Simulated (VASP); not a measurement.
# GaAs (I-4m2) in VASP: single point with PBE

Aim: the single point of GaAs with PBE.

Everything below comes from runs of VASP 6.6.1. Logs are shortened: lines on timing, memory, paths and dates and some standing lists are left out, and cuts for length are marked.

**1. The cell of the first run**

It takes space group I-4m2 (No. 119, tetragonal). Conventional cell: a = 3.998 Å, b = 3.998 Å, c = 5.428 Å, α = 90.00°, β = 90.00°, γ = 90.00°. Within 3.2 Å of Ga (site symmetry -4m2) lie 4 As at 2.42 Å. As (site symmetry -4m2) has 4 Ga at 2.42 Å within 3.2 Å.

**2. Single point, PBE (strain -0.0400 x Voigt [0, 0, 1, 0, 0, 0])**

File INCAR:

```
SYSTEM = GaAs
  ALGO = Normal
  EDIFF = 1E-7
  ENCUT = 520
  GGA = PE
  ISIF = 2
  ISMEAR = 0
  LASPH = .TRUE.
  LCHARG = .FALSE.
  LREAL = .FALSE.
  LWAVE = .FALSE.
  NBANDS = 16
  NELM = 100
  PREC = Accurate
  SIGMA = 0.05
```

File KPOINTS:

```
k-points
0
G
  10 10 10
  0 0 0
```

File POSCAR:

```
GaAs
1.0
    0.0000000000      2.8268500000      2.7137760000
    2.8268500000      0.0000000000      2.7137760000
    2.8268500000      2.8268500000      0.0000000000
Ga As
1 1
Direct
    0.0000000000      0.0000000000      0.0000000000
    0.7500000000      0.7500000000      0.7500000000
```

Potentials or basis: VASP PAW PBE potentials, release 64 (Ga_d, As).

Started as:

```console
cat potpaw_PBE.64/Ga_d/POTCAR potpaw_PBE.64/As/POTCAR > POTCAR
mpirun -np 1 vasp_std > vasp.out
```

OUTCAR:

```text
SYSTEM = GaAs
   EDIFF = 1E-7
   ENCUT = 520
   GGA = PE
   ISIF = 2
   ISMEAR = 0
   LASPH = .TRUE.
   LREAL = .FALSE.
   NELM = 100
   PREC = Accurate

 ion  position               nearest neighbor table
   1  0.000  0.000  0.000-   2 2.42   2 2.42   2 2.42   2 2.42
   2  0.750  0.750  0.750-   1 2.42   1 2.42   1 2.42   1 2.42

  LATTYP: Found a body centered tetragonal cell.
 ALAT       =     3.9977696088
 C/A-ratio  =     1.3576450199

  Lattice vectors:

 A1 = (   0.0000000000,  -2.8268500000,  -2.7137760000)
 A2 = (   0.0000000000,   2.8268500000,  -2.7137760000)
 A3 = (   2.8268500000,   0.0000000000,   2.7137760000)

Analysis of symmetry for initial positions (statically):
=====================================================================
 Subroutine PRICEL returns:
 Original cell was already a primitive cell.

 Routine SETGRP: Setting up the symmetry group for a
 body centered tetragonal supercell.

 Subroutine GETGRP returns: Found  8 space group operations
 (whereof  8 operations were pure point group operations)
 out of a pool of 16 trial point group operations.

The static configuration has the point symmetry D_2d.

Analysis of symmetry for dynamics (positions and initial velocities):
=====================================================================
 Subroutine PRICEL returns:
 Original cell was already a primitive cell.

 Routine SETGRP: Setting up the symmetry group for a
 body centered tetragonal supercell.

 Subroutine GETGRP returns: Found  8 space group operations
 (whereof  8 operations were pure point group operations)
 out of a pool of 16 trial point group operations.

The dynamic configuration has the point symmetry D_2d.

 Subroutine INISYM returns: Found  8 space group operations
 (whereof  8 operations are pure point group operations),
 and found     1 'primitive' translations

----------------------------------------------------------------------------------------

                                     Primitive cell

  volume of cell :      43.3720

  direct lattice vectors                    reciprocal lattice vectors
     0.000000000  2.826850000  2.713776000    -0.176875321  0.176875321  0.184245126
     2.826850000  0.000000000  2.713776000     0.176875321 -0.176875321  0.184245126
     2.826850000  2.826850000  0.000000000     0.176875321  0.176875321 -0.184245126

  length of vectors
     3.918630003  3.918630003  3.997769609     0.310670282  0.310670282  0.310670282

  position of ions in fractional coordinates (direct lattice)
     0.000000000  0.000000000  0.000000000
     0.750000000  0.750000000  0.750000000

  ion indices of the primitive-cell ions
   primitive index   ion index
                 1           1
                 2           2

----------------------------------------------------------------------------------------

 KPOINTS: k-points

Automatic generation of k-mesh.
 Grid dimensions read from file:
 generate k-points for:   10   10   10

 Generating k-lattice:

  Cartesian coordinates                     Fractional coordinates (reciprocal lattice)
    -0.017687532  0.017687532  0.018424513     0.100000000  0.000000000  0.000000000
     0.017687532 -0.017687532  0.018424513     0.000000000  0.100000000  0.000000000
     0.017687532  0.017687532 -0.018424513    -0.000000000 -0.000000000  0.100000000

  Length of vectors
     0.031067028  0.031067028  0.031067028

  Shift w.r.t. Gamma in fractional coordinates (k-lattice)
     0.000000000  0.000000000  0.000000000

 Subroutine IBZKPT returns following result:
 ===========================================

 Found    102 irreducible k-points:

 Following reciprocal coordinates:
            Coordinates               Weight
  0.000000  0.000000  0.000000      1.000000
  0.100000  0.000000  0.000000      8.000000
  0.200000  0.000000  0.000000      8.000000
  0.300000  0.000000  0.000000      8.000000
  0.400000  0.000000  0.000000      8.000000
  0.500000  0.000000  0.000000      4.000000
[... 16 lines left out ...]
  0.300000  0.300000  0.000000      2.000000
  0.400000  0.300000  0.000000      8.000000
 [... further k-points ...]
   k-points           NKPTS =    102   k-points in BZ     NKDIM =    102   number of bands    NBANDS=     16
   number of dos      NEDOS =    301   number of ions     NIONS =      2
   total plane-waves  NPLWV =  27000
   dimension x,y,z NGX =    30 NGY =   30 NGZ =   30
   dimension x,y,z NGXF=    60 NGYF=   60 NGZF=   60
   ions per type =               1   1
   NGX,Y,Z   is equivalent  to a cutoff of  12.73, 12.73, 12.48 a.u.
   NGXF,Y,Z  is equivalent  to a cutoff of  25.45, 25.45, 24.95 a.u.
 SYSTEM =  GaAs
   PREC   = accura    normal or accurate (medium, high low for compatibility)
   ISTART =      0    job   : 0-new  1-cont  2-samecut
   ICHARG =      2    charge: 1-file 2-atom 10-const
   ISPIN  =      1    spin polarized calculation?
   LNONCOLLINEAR =      F non collinear calculations
   LSORBIT =      F    spin-orbit coupling
   LASPH  =      T    aspherical Exc in radial PAW
   ENCUT  =  520.0 eV  38.22 Ry    6.18 a.u.   7.29  7.29  7.43*2*pi/ulx,y,z
   NELM   =    100;   NELMIN=  2; NELMDL= -5     # of ELM steps
   EDIFF  = 0.1E-06   stopping-criterion for ELM
   LREAL  =      F    real-space projection
   EDIFFG = 0.1E-05   stopping-criterion for IOM
   NSW    =      0    number of steps for IOM
   IBRION =     -1    ionic relax: 0-MD 1-quasi-New 2-CG
   NFREE  =      0    steps in history (QN), initial steepest desc. (CG)
   ISIF   =      2    stress and relaxation
   ISYM   =      2    0-nonsym 1-usesym 2-fastsym
   POTIM  = 0.5000    time-step for ionic-motion
   TEBEG  =    0.0;   TEEND  =   0.0 temperature during run
   PSTRESS=    0.0 pullay stress
   NELECT =      18.0000    total number of electrons
   NUPDOWN=      -1.0000    fix difference up-down
   EMIN   =  10.00;   EMAX   =-10.00  energy-range for DOS
   EFERMI =   0.00;   METHOD = LEGACY
   ISMEAR =     0;   SIGMA  =   0.05  broadening in eV -4-tet -1-fermi 0-gaus
   EFERMI_NEDOS =   21; number of points for ismear=-14 and -15
   IALGO  =     38    algorithm
   IMIX   =      4    mixing-type and parameters
     AMIX     =   0.40;   BMIX     =  1.00
     AMIX_MAG =   1.60;   BMIX_MAG =  1.00
  volume/ion in A,a.u.               =      21.69       146.34
  Fermi-wavevector in a.u.,A,eV,Ry     =   1.221132  2.307604 20.288498  1.491163
  Thomas-Fermi vector in A             =   2.356325
   LORBIT       =      0    0 simple, 1 ext, 2 COOP (PROOUT), +10 PAW based schemes
   GGA     = PE    functional components
   LHFCALC =     F    Hartree Fock is set to
   AEXX    =    0.0000 exact exchange contribution
   IVDW    =     0    specifies the selected vdW correction
   LEPSILON=     F    determine dielectric tensor
   LRPA    =     F    only Hartree local field effects (RPA)
 non-spin polarized calculation
 Gauss-broadening in eV      SIGMA  =   0.05
  energy-cutoff  :      520.00
  volume of cell :       43.37
 maximum number of plane-waves:      1194
 NGX is ok and might be reduce to    30
   NGX = 15   NGY = 15   NGZ = 15

 number of electron      18.0000008 magnetization

 Free energy of the ion-electron system (eV)
  ---------------------------------------------------
  ext. energy  EPLUGINS =         0.00000000
  ---------------------------------------------------
  free energy    TOTEN  =        -8.18468766 eV

  energy without entropy =       -8.18468766  energy(sigma->0) =       -8.18468766

 E-fermi :   4.7531     XC(G=0):  -9.7751

 val. band max:        4.4739505314   @ k =   0.0000   0.0000   0.0000
 cond. band min:       5.1450634834   @ k =   0.0000   0.0000   0.0000
 fundamental gap:      0.6711129519
 Fermi energy:         4.7531117903

 k-point     1 :       0.0000    0.0000    0.0000
  band No.  band energies     occupation
      1     -10.5661      2.00000
      2     -10.5661      2.00000
      3     -10.5559      2.00000
      4     -10.4768      2.00000
      5     -10.4705      2.00000
      6      -8.6997      2.00000
[... 8 lines left out ...]
     15      14.1486      0.00000
     16      14.8857      0.00000

 k-point     2 :       0.1000    0.0000    0.0000
  band No.  band energies     occupation
      1     -10.5747      2.00000
      2     -10.5634      2.00000
      3     -10.5556      2.00000
      4     -10.4771      2.00000
      5     -10.4704      2.00000
      6      -8.5746      2.00000
[... 8 lines left out ...]
     15      13.5371      0.00000
     16      14.0648      0.00000

 k-point     3 :       0.2000    0.0000    0.0000
  band No.  band energies     occupation
      1     -10.6000      2.00000
      2     -10.5568      2.00000
      3     -10.5501      2.00000
      4     -10.4775      2.00000
      5     -10.4698      2.00000
      6      -8.2156      2.00000
[... 8 lines left out ...]
     15      13.2671      0.00000
     16      13.7622      0.00000

 k-point     4 :       0.3000    0.0000    0.0000
  band No.  band energies     occupation
      1     -10.6283      2.00000
      2     -10.5498      2.00000
      3     -10.5434      2.00000
      4     -10.4768      2.00000
      5     -10.4678      2.00000
      6      -7.6764      2.00000
[... 8 lines left out ...]
     15      13.7438      0.00000
     16      13.8664      0.00000

 k-point     5 :       0.4000    0.0000    0.0000
  band No.  band energies     occupation
      1     -10.6491      2.00000
      2     -10.5453      2.00000
      3     -10.5390      2.00000
      4     -10.4752      2.00000
      5     -10.4650      2.00000
      6      -7.0945      2.00000
[... 8 lines left out ...]
     15      14.9815      0.00000
     16      15.1520      0.00000

 k-point     6 :       0.5000    0.0000    0.0000
  band No.  band energies     occupation
      1     -10.6567      2.00000
      2     -10.5439      2.00000
      3     -10.5376      2.00000
      4     -10.4743      2.00000
      5     -10.4636      2.00000
      6      -6.8040      2.00000
[... 8 lines left out ...]
     15      16.1789      0.00000
     16      16.6064      0.00000

 k-point     7 :       0.1000    0.1000    0.0000
  band No.  band energies     occupation
      1     -10.5739      2.00000
      2     -10.5609      2.00000
      3     -10.5609      2.00000
      4     -10.4796      2.00000
      5     -10.4688      2.00000
      6      -8.5249      2.00000
[... 8 lines left out ...]
     15      13.4696      0.00000
     16      14.3235      0.00000

 k-point     8 :       0.2000    0.1000    0.0000
  band No.  band energies     occupation
      1     -10.5974      2.00000
      2     -10.5541      2.00000
      3     -10.5535      2.00000
      4     -10.4821      2.00000
      5     -10.4671      2.00000
      6      -8.2367      2.00000
[... 8 lines left out ...]
     15      14.0833      0.00000
     16      14.1501      0.00000

 k-point     9 :       0.3000    0.1000    0.0000
  band No.  band energies     occupation
      1     -10.6249      2.00000
      2     -10.5467      2.00000
      3     -10.5456      2.00000
      4     -10.4830      2.00000
      5     -10.4650      2.00000
      6      -7.7494      2.00000
[... 8 lines left out ...]
     15      14.2113      0.00000
     16      14.5175      0.00000
[... 172 lines left out ...]
 k-point    19 :       0.5000    0.2000    0.0000
  band No.  band energies     occupation
      1     -10.6638      2.00000
      2     -10.5323      2.00000
      3     -10.5304      2.00000
      4     -10.4871      2.00000
      5     -10.4614      2.00000
      6      -6.5738      2.00000
[... 8 lines left out ...]
     15      16.5293      0.00000
     16      16.6619      0.00000

 k-point    20 :      -0.4000    0.2000    0.0000
  band No.  band energies     occupation
      1     -10.6628      2.00000
      2     -10.5327      2.00000
      3     -10.5319      2.00000
      4     -10.4819      2.00000
      5     -10.4653      2.00000
      6      -6.5223      2.00000
[... 8 lines left out ...]
     15      14.5468      0.00000
     16      16.3959      0.00000

 k-point    21 :      -0.3000    0.2000    0.0000
  band No.  band energies     occupation
      1     -10.6524      2.00000
      2     -10.5372      2.00000
      3     -10.5341      2.00000
      4     -10.4777      2.00000
      5     -10.4700      2.00000
      6      -6.9551      2.00000
[... 8 lines left out ...]
     15      14.4980      0.00000
     16      16.7948      0.00000

 k-point    22 :      -0.2000    0.2000    0.0000
  band No.  band energies     occupation
      1     -10.6354      2.00000
      2     -10.5455      2.00000
      3     -10.5370      2.00000
      4     -10.4754      2.00000
      5     -10.4725      2.00000
      6      -7.5130      2.00000
[... 8 lines left out ...]
     15      15.0761      0.00000
     16      15.8798      0.00000

 k-point    23 :       0.3000    0.3000    0.0000
  band No.  band energies     occupation
      1     -10.6543      2.00000
      2     -10.5289      2.00000
      3     -10.5289      2.00000
      4     -10.4981      2.00000
      5     -10.4592      2.00000
      6      -7.2620      2.00000
[... 8 lines left out ...]
     15      15.7081      0.00000
     16      17.3526      0.00000

 k-point    24 :       0.4000    0.3000    0.0000
  band No.  band energies     occupation
      1     -10.6690      2.00000
      2     -10.5230      2.00000
      3     -10.5218      2.00000
      4     -10.5007      2.00000
      5     -10.4574      2.00000
      6      -6.7787      2.00000
[... 8 lines left out ...]
     15      16.6108      0.00000
     16      17.6763      0.00000

 [... further k-points ...]

------------------------ aborting loop because EDIFF is reached ----------------------------------------

  FORCE on cell =-STRESS in cart. coord.  units (eV):
  Direction    XX          YY          ZZ          XY          YZ          ZX
  --------------------------------------------------------------------------------------
  -------------------------------------------------------------------------------------
  Total        1.6603654      1.6603654      2.2539789      0.0000000     -0.0000000      0.0000000
  in kB       61.3344863     61.3344863     83.2627817      0.0000000     -0.0000000      0.0000000
  external PRESSURE =      68.6439181 kB  Pullay stress =       0.0000000 kB

 VOLUME and BASIS-vectors are now :
 -----------------------------------------------------------------------------
  energy-cutoff  :      520.00
  volume of cell :       43.37
      direct lattice vectors                 reciprocal lattice vectors
     0.000000000  2.826850000  2.713776000    -0.176875321  0.176875321  0.184245126
     2.826850000  0.000000000  2.713776000     0.176875321 -0.176875321  0.184245126
     2.826850000  2.826850000  0.000000000     0.176875321  0.176875321 -0.184245126

 POSITION                                       TOTAL-FORCE (eV/Angst)
 -----------------------------------------------------------------------------------
      0.00000      0.00000      0.00000        -0.000000     -0.000000     -0.000000
      4.24027      4.24027      4.07066         0.000000      0.000000      0.000000
 -----------------------------------------------------------------------------------
    total drift:                               -0.000002     -0.000002     -0.000001

  FREE ENERGIE OF THE ION-ELECTRON SYSTEM (eV)
  ---------------------------------------------------
  free  energy   TOTEN  =        -8.1846876587 eV

  energy  without entropy=       -8.1846876587  energy(sigma->0) =       -8.18468766
```

Wall time 63 s (1 thread of Intel Xeon Platinum 8375C at 2.90GHz (Ice Lake), shared host); peak memory 0.21 GiB.

What came out:

| Property | Result |
| --- | --- |
| Free energy | -8.1847 eV |
| Pressure | 6.9 GPa |
| Band gap on the k mesh | 0.67 eV, direct |

Stress tensor (GPa, compression positive):
```
6.13 0.00 0.00
0.00 6.13 0.00
0.00 0.00 8.33
```

Caveat: the cell differs from its parent crystal (strain -0.0400 x Voigt [0, 0, 1, 0, 0, 0]). A k mesh can miss the band edges.
